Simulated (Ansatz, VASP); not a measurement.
**Si2W3 in VASP and in Ansatz**

File INCAR:

```
PREC = Accurate
ENCUT = 520
EDIFF = 1E-6
ISMEAR = 0
SIGMA = 0.1
LREAL = False
LASPH = True
NELM = 60
ALGO = Normal
ISIF = 2
LWAVE = False
LCHARG = True
GGA = PE
LELF = True
LVHAR = True
NBANDS = 33
```

The input KPOINTS:

```
Automatic mesh
0
Gamma
  6 6 4
```

POSCAR

```
Si2W3
1.0
    4.6633532700      0.0000000000      0.0000000000
   -2.3316766300      4.0385824000      0.0000000000
    0.0000000000      0.0000000000      5.2528455400
Si W
2 3
Direct
    0.3333333300      0.6666666700      0.5000000000
    0.6666666700      0.3333333300      0.5000000000
    0.3333333300      0.6666666700      0.0000000000
    0.6666666700      0.3333333300      0.0000000000
    0.0000000000      0.0000000000      0.0000000000
```

Input for Ansatz:

```yaml
crystal:
  lattice:
    - [4.66335327, 0.0, 0.0]
    - [-2.33167663, 4.0385824, 0.0]
    - [0.0, 0.0, 5.25284554]
  atoms:
    - { symbol: Si, position: [0.33333333, 0.66666667, 0.5] }
    - { symbol: Si, position: [0.66666667, 0.33333333, 0.5] }
    - { symbol: W, position: [0.33333333, 0.66666667, 0.0] }
    - { symbol: W, position: [0.66666667, 0.33333333, 0.0] }
    - { symbol: W, position: [0.0, 0.0, 0.0] }
basis:
  ecutwfc: 420
kpoints:
  mp_grid: { grid: [6, 6, 4] }
hamiltonian:
  xc: pbe
scf:
  occupations: { method: gaussian, width: 0.1 }
  lower_state_search: "off"
output:
  forces: true
  stress: true
  eigenvalues: true
```

Alike in both runs: task single point; functional PBE; k mesh 6 × 6 × 4; occupations gaussian, width 0.1 eV; no spin polarisation.

|  | VASP | Ansatz |
| --- | --- | --- |
| version | VASP 6.6.1 | Ansatz 0.2.0 |
| potentials or method | VASP PAW PBE potentials, release 64 (Si, W_sv), cutoff 520 eV | scalar-relativistic, plane waves, PAW |
| valence electrons in the cell | 50 | 50 |

|  | VASP | Ansatz | Ansatz less VASP |
| --- | --- | --- | --- |
| gap on the k mesh at the Fermi level (eV) | none | none | - |
| pressure (GPa) | -3.3 | -3.5 | -0.22 |
| traceless stress, the component that is largest in VASP (GPa) | -11.77 | -11.51 | +0.260 |

A gap of «none» marks a metal or a gap that the smearing closes. With one functional, cell and mesh, what is left measures potentials, basis and numerics.

Spin-orbit coupling is off throughout.
